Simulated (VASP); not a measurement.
PbO: single point with PBE+D3(BJ)

The system is PbO.

```
Pb O
1.0
     4.03422    0.00000    0.00000
     0.00000    4.03422    0.00000
     0.00000    0.00000    4.99362
Pb O
2 2
Direct
  0.50000 0.00000 0.76225
  0.00000 0.50000 0.23775
  0.50000 0.50000 0.00000
  0.00000 0.00000 0.00000
```

```
Program                : VASP 6.6.1
Task                   : single point
Functional             : PBE
Dispersion             : D3(BJ)
Potentials or basis    : VASP PAW PBE potentials, release 64 (Pb_d, O)
Cutoff                 : 600 eV
k mesh                 : 7 × 7 × 6
Occupations            : fermi-dirac, width 0.05 eV
Spin                   : no spin polarisation
Dipole correction      : no
Further INCAR settings : ALGO = Normal; EDIFF = 1e-06; NBANDS = 28
```

```yaml
Pressure: 0.0 GPa
Largest_force: 0.036 eV/Å
Band_gap_on_the_k_mesh: 1.53 eV (least direct gap 2.29 eV)
Dispersion_energy_per_atom: -0.234 eV
```

Forces in eV/Å, atoms in the order of the input:
```
Pb   0.000  0.000 -0.036
Pb   0.000  0.000  0.036
O    0.000  0.000  0.000
O    0.000  0.000  0.000
```

Levels at points of the mesh, in eV from the valence-band top:
| k point | band 18 | band 19 | band 20 | band 21 | band 22 | band 23 |
| --- | --- | --- | --- | --- | --- | --- |
| (0.00, 0.00, 0.00) | -1.52 | -1.52 | -0.01 | 2.38 | 5.57 | 5.58 |
| (0.00, 0.00, 0.50) | -1.55 | -1.55 | -0.74 | 1.94 | 4.00 | 4.00 |

Wall time 120 s on 1 thread of Intel Xeon 8259CL (shared host), peak memory 0.26 GiB.

Caveat: spin-orbit coupling is left out, which moves the levels of the heavy elements; an odd mesh through Γ misses points on the zone boundary, where band edges can lie. Expect the measured gap to be larger: semilocal functionals such as PBE lack the derivative discontinuity.
